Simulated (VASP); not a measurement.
Runs of VASP 6.6.1 on Ti. The structure is that of space group P6_3/mmc (No. 194), or close to it. The cells are those of the table. 

| cell | further INCAR settings | gap on the mesh (eV) | pressure (GPa) | largest force (eV/Å) |
| --- | --- | --- | --- | --- |
| a = 2.950, b = 2.921, c = 4.686 Å, angles 90.0, 90.0, 119.0°, 2 atoms | ALGO = Fast; EDIFF = 1e-06; NBANDS = 19 | none | -6.2 | 0.06 |
| a = 2.950, b = 2.940, c = 4.686 Å, angles 90.0, 90.0, 119.7°, 2 atoms | ALGO = Fast; EDIFF = 1e-06; NBANDS = 19 | none | -6.5 | 0.02 |
| a = 2.951, b = 2.902, c = 4.686 Å, angles 90.0, 90.0, 118.4°, 2 atoms | ALGO = Fast; EDIFF = 1e-06; NBANDS = 19 | none | -6.3 | 0.10 |
| a = 2.950, b = 2.931, c = 4.686 Å, angles 90.0, 90.0, 119.4°, 2 atoms | ALGO = Fast; EDIFF = 1e-07; NBANDS = 19 | none | (a) | 0.04 |

Alike in all rows: task single point; level PBEsol; potentials or basis VASP PAW PBE potentials, release 64 (Ti_sv); no spin polarisation; k mesh 18 × 18 × 10; cutoff (eV) 520; smearing gaussian 0.15 eV.

**Question.** Estimate the missing entries.

**Answer.** (a) -6.1.

Caveats: the cell stands under tension; the PAW data sets were made with another functional, which shifts forces and pressure a little.

A gap of «none» marks levels without a gap at the run's occupations.
